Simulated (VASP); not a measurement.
Input of a VASP 6.6.1 run:

INCAR

```
SYSTEM = CuSi
PREC     = Accurate       ! precision mode
ENCUT    = 520            ! plane-wave cutoff, eV
EDIFF    = 1E-6           ! SCF threshold, eV
ISMEAR   = 0              ! smearing method
SIGMA    = 0.1            ! smearing width, eV
LREAL    = .False.        ! projectors in reciprocal space
LASPH    = .True.         ! aspherical terms in the spheres
NELM     = 80             ! most SCF steps
ALGO     = Normal         ! electronic algorithm
ISIF     = 2              ! what is computed and relaxed
LWAVE    = .False.        ! write WAVECAR
LCHARG   = .False.        ! write CHGCAR
GGA      = PE             ! functional
NBANDS   = 14             ! bands
```

Contents of KPOINTS:

```
regular mesh
0
Gamma
  4 4 8
  0 0 0
```

The input POSCAR:

```
CuSi
1.0
    3.4300819142      0.0000000000      0.0000000000
    0.0000000000      3.4300819142      0.0000000000
    0.0000000000      0.0000000000      2.5545448853
Si Cu
1 1
Direct
    0.0000000000      0.0000000000      0.5000000000
    0.5000000000      0.5000000000      0.5000000000
```

Potentials or basis: VASP PAW PBE potentials, release 64 (Si, Cu).

Run with:

```console
$ cat potpaw_PBE.64/Si/POTCAR potpaw_PBE.64/Cu/POTCAR > POTCAR
$ mpirun -np 1 vasp_std > vasp.out
```

(1) Predict the pressure.

Answers

(1) 0.2 GPa.

Caveat: the k points lie up to 0.46 Å⁻¹ apart.
